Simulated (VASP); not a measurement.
A run of VASP 6.6.1:

The input INCAR:

```
SYSTEM = H8C2O
  PREC = Accurate
  ENCUT = 520
  EDIFF = 1E-6
  ISMEAR = -1
  SIGMA = 0.02
  LREAL = Auto
  LASPH = .True.
  NELM = 80
  ALGO = Normal
  ISIF = 2
  LWAVE = .False.
  LCHARG = .False.
  GGA = PE
  NBANDS = 55
```

The input KPOINTS:

```
Automatic mesh
0
Gamma
  1 1 1
  0 0 0
```

POSCAR

```
H8C2O
1.0
    7.2495050000      0.0000000000      0.0000000000
    0.0000000000      7.2495050000      0.0000000000
    0.0000000000      0.0000000000      7.2495050000
H C O
24 6 3
Direct
   -0.0787981482      0.4746063469      0.5644648397
   -0.1473688452      0.5135834154      0.6317497730
    0.0792718077      0.2149352759      0.9345491144
    0.0856084365      0.2924149649      0.8657780569
    0.5928018558      0.8230100761      0.9382482235
    0.6609948785      0.8675518001      0.8706921289
    0.4388074755      0.5367380340      0.6138652568
    0.3712281153      0.2234069156      0.5967412235
    0.5771200647      0.2790752601      0.4713062622
    0.3735541108      0.0868732946      0.2767916091
    0.1883381790      0.2465989271      0.3023734850
    0.3922818710      0.3126950595      0.1804368889
    0.4085374442      0.6338659073      0.2806219403
    0.1535252104      0.8470634903      0.2226609792
    0.1194720478      0.6054321006      0.1925928079
    0.0042180137      0.7909447679     -0.0763575290
    0.2312812034      0.8764071982     -0.1161864352
    0.1828203096      0.6355238969     -0.1454074569
    0.7112136998      1.0100572433      0.1303538236
    0.8090634398      0.7778836880      0.3255401108
    0.6242270644      0.9069151938      0.4216858956
    0.8848447964      0.8696248951      0.6462555154
    1.0368230506      0.9828985277      0.4911126033
    0.8507597383      1.1068176349      0.5926325299
    0.3392112526      0.2330054550      0.2987247872
    0.4267770564      0.2997832552      0.4767026292
    0.1521664974      0.7586556574     -0.0609144909
    0.1972114681      0.7258625825      0.1405778652
    0.8921835307      0.9726045190      0.5355173621
    0.7697154952      0.9160137553      0.3762781407
    0.3855215176      0.4946147444      0.4982184636
    0.3912838071      0.6952034085      0.1608443393
    0.7888509554      1.0499937084      0.2320772567
```

Potentials or basis: VASP PAW PBE potentials, release 64 (H, C, O).

Launch:

```bash
$ cat potpaw_PBE.64/H/POTCAR potpaw_PBE.64/C/POTCAR potpaw_PBE.64/O/POTCAR > POTCAR
$ mpirun -np 1 vasp_gam > vasp.out
```

Hardware: 1 thread of AMD EPYC 7R13 Processor (Zen 3), with other jobs on the host.

Estimate the wall time of this run.

It took 59 s on 1 thread of AMD EPYC 7R13 Processor (Zen 3), with other jobs on the host, peak memory 0.32 GiB. Counts: scf iterations 17, k points 1.
